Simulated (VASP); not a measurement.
Set up this calculation in VASP 6.6.1, as the native input.

```
Task                   : single point
Functional             : PBE
Dispersion             : D3(BJ)
Potentials or basis    : VASP PAW PBE potentials, release 64 (Ta_pv, Li_sv)
Cutoff                 : 520 eV
k mesh                 : 2 × 2 × 2
Occupations            : fermi-dirac, width 0.15 eV
Spin                   : no spin polarisation
Dipole correction      : no
Further INCAR settings : LREAL = Auto; ALGO = Normal; EDIFF = 1e-06; NBANDS = 104
```

The structure of LiTa16 (a cell with a defect) lies in POSCAR:

```
LiTa16
1.0
    6.6200000000      0.0000000000      0.0000000000
    0.0000000000      6.6200000000      0.0000000000
    0.0000000000      0.0000000000      6.6200000000
Ta Li
16 1
Direct
    0.0373867069     -0.0234441088      0.0195468278
    0.4875528701     -0.0146676737      0.0263141994
   -0.0152416918      0.4830513595     -0.0023716012
    0.0375981873      0.0313293051      0.5254380665
    0.2519184290      0.2873111782      0.2195619335
    0.5129456193      0.5041993958     -0.0026737160
    0.4514501511      0.0733534743      0.4822507553
    0.7529154079      0.2143202417      0.2274622356
   -0.0242598187      0.5022205438      0.5091691843
    0.2522809668      0.7447583082      0.2662688822
    0.2409063444      0.2529456193      0.7603323263
    0.5213746224      0.4732628399      0.5095770393
    0.7905740181      0.7556797583      0.2164199396
    0.7487311178      0.2314501511      0.7223262840
    0.2372205438      0.7488821752      0.7576737160
    0.7102114804      0.7325075529      0.7519939577
    0.7360574018      0.9105891239      0.4723111782
```

These files were run (other wordings do the same):

INCAR

```
PREC     = Accurate       # precision mode
ENCUT    = 520            # plane-wave cutoff, eV
EDIFF    = 1E-6           # SCF threshold, eV
ISMEAR   = -1             # smearing method
SIGMA    = 0.15           # smearing width, eV
LREAL    = Auto         
LASPH    = True           # aspherical terms in the spheres
NELM     = 100            # most SCF steps
ALGO     = Normal         # electronic algorithm
ISIF     = 2              # what is computed and relaxed
LWAVE    = False          # write WAVECAR
LCHARG   = False          # write CHGCAR
GGA      = PE             # functional
IVDW     = 12             # dispersion correction
NBANDS   = 104            # bands
```

KPOINTS

```
Automatic mesh
0
Gamma
  2 2 2
```

Potentials or basis: VASP PAW PBE potentials, release 64 (Ta_pv, Li_sv).

The run is started by

```sh
$ cat potpaw_PBE.64/Ta_pv/POTCAR potpaw_PBE.64/Li_sv/POTCAR > POTCAR
$ mpirun -np 1 vasp_std > vasp.out
```

Results of the run:

- Largest force: 3.947 eV/Å
- Band gap on the k mesh: zero (an odd number of electrons rules out a gap without spin polarisation)
- Dispersion energy per atom: -0.661 eV

Caveat: the k points lie up to 0.47 Å⁻¹ apart, too coarse for converged energies and pressures of a metal; the atoms stand as in a frame of molecular dynamics; spin-orbit coupling is left out, which moves the levels of the heavy elements.

It took 20 min on 1 thread of AMD EPYC 7571 (shared host), peak memory 0.41 GiB.
